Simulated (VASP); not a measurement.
The system is PbS, a slab with vacuum.

```
Pb S
1.0
     2.94050   -2.90000    0.00000
     2.94050    2.90000    0.00000
    -1.08005    0.00000   11.70929
Pb S
2 2
Direct
  0.77560 0.77560 0.63638
  0.22440 0.22440 0.36362
  0.26840 0.26840 0.59860
  0.73160 0.73160 0.40140
```

Base run:

- Program: VASP 6.6.1
- Functional: BLYP
- Potentials or basis: VASP PAW PBE potentials, release 64 (Pb_d, S)
- Cutoff: 520 eV
- k mesh: 6 × 6 × 2
- Occupations: gaussian, width 0.01 eV
- Spin: no spin polarisation

Its results: band gap on the k mesh 1.18 eV; largest force 0.098 eV/Å.

Task: The run is repeated on the same cell with these changes: functional from BLYP to PBEsol. What comes out?

Result: Band gap on the k mesh 1.25 eV; largest force 0.675 eV/Å.

Caveats: there is no dipole correction, which matters where the two faces differ; the PAW data sets were made with another functional, which shifts forces and pressure a little; spin-orbit coupling is left out, which moves the levels of the heavy elements.

A k mesh can miss the band edges.
